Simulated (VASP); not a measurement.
The system is Al2O.

```
CELL_PARAMETERS angstrom
-1.94062 1.94062 3.30376
1.94062 -1.94062 3.30376
1.94062 1.94062 -3.30376
ATOMIC_POSITIONS crystal
Al 0.50000 0.00000 0.50000
Al 0.00000 0.50000 0.50000
O 0.50000 0.50000 0.00000
```

```yaml
Program: VASP 6.6.1
Task: relaxation of cell and atoms
Functional: PBE
Potentials_or_basis: VASP PAW PBE potentials, release 64 (Al, O)
Cutoff: 600 eV
k_mesh: 6 × 6 × 6
Occupations: gaussian, width 0.1 eV
Spin: no spin polarisation
```

At the start: pressure -1.4 GPa; volume 16.59 Å³/atom.

Task: How do energy, volume and symmetry change on relaxing?

Result: Over 8 steps the energy falls by 79.0 meV/atom and the volume is 15.20 Å³/atom (-8.4 %); space group I4/mmm (No. 139, to 0.05 Å).

The path:
| step | energy change (eV) | largest force (eV/Å) | pressure (GPa) | volume (Å³) |
| --- | --- | --- | --- | --- |
| 1 | 0.0000 | 0.0000 | -1.39 | 49.77 |
| 2 | -0.1023 | 0.0000 | -1.62 | 48.70 |
| 3 | -0.2008 | 0.0000 | 0.22 | 45.13 |
| 4 | -0.2292 | 0.0000 | -1.31 | 46.71 |
| 5 | -0.2350 | 0.0000 | -1.11 | 46.29 |
| 6 | -0.2350 | 0.0000 | -1.04 | 46.21 |
| 7 | -0.2359 | 0.0000 | 0.88 | 45.15 |
| 8 | -0.2371 | 0.0000 | 0.03 | 45.59 |

Final structure:
```
Al O
1.0
    -1.98556    1.98556    2.89106
     1.98556   -1.98556    2.89106
     1.98556    1.98556   -2.89106
Al O
2 1
Direct
  0.50000 0.00000 0.50000
  0.00000 0.50000 0.50000
  0.50000 0.50000 0.00000
```

Caveat: the k points lie up to 0.37 Å⁻¹ apart in the final cell.
